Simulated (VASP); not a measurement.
The system is Hf.

```xyz
2
Lattice="3.1967 0.0000 0.0000 -1.5983 2.7684 0.0000 0.0000 0.0000 5.0578" Properties=species:S:1:pos:R:3 pbc="T T T"
Hf    0.0000    1.8456    1.2645
Hf    1.5984    0.9228    3.7934
```

| Item | Value |
| --- | --- |
| Program | VASP 6.6.1 |
| Task | relaxation of cell and atoms |
| Functional | PBEsol |
| Potentials or basis | VASP PAW PBE potentials, release 64 (Hf_pv) |
| Cutoff | 600 eV |
| k mesh | 14 × 14 × 8 |
| Occupations | fermi-dirac, width 0.05 eV |
| Spin | no spin polarisation |

At the start: pressure -4.2 GPa; volume 22.38 Å³/atom.

Where does the relaxation end?

Over 8 steps the energy falls by 11.3 meV/atom and the volume is 21.53 Å³/atom (-3.8 %); space group P6_3/mmc (No. 194, to 0.05 Å).

Step by step:
```
step  energy change (eV)  largest force (eV/Å)  pressure (GPa)  volume (Å³)
   1              0.0000                0.0000           -4.16        44.76
   2              0.0125                0.0000            5.91        41.10
   3             -0.0227                0.0000           -0.04        43.09
   4             -0.0227                0.0000            0.05        43.06
   5             -0.0227                0.0000           -0.04        43.09
   6             -0.0227                0.0000           -0.01        43.07
   7             -0.0227                0.0000           -0.02        43.07
   8             -0.0227                0.0000            0.00        43.06
```

Final structure:
```cif
data_structure
_symmetry_space_group_name_H-M 'P 1'
_symmetry_Int_Tables_number 1
_cell_length_a 3.1568
_cell_length_b 3.1568
_cell_length_c 4.9898
_cell_angle_alpha 90.000
_cell_angle_beta 90.000
_cell_angle_gamma 120.000
_cell_volume 43.06
loop_
_atom_site_label
_atom_site_type_symbol
_atom_site_fract_x
_atom_site_fract_y
_atom_site_fract_z
_atom_site_occupancy
Hf1 Hf 0.33333 0.66667 0.25000 1
Hf2 Hf 0.66667 0.33333 0.75000 1
```

Caveat: the PAW data sets were made with another functional, which shifts forces and pressure a little.
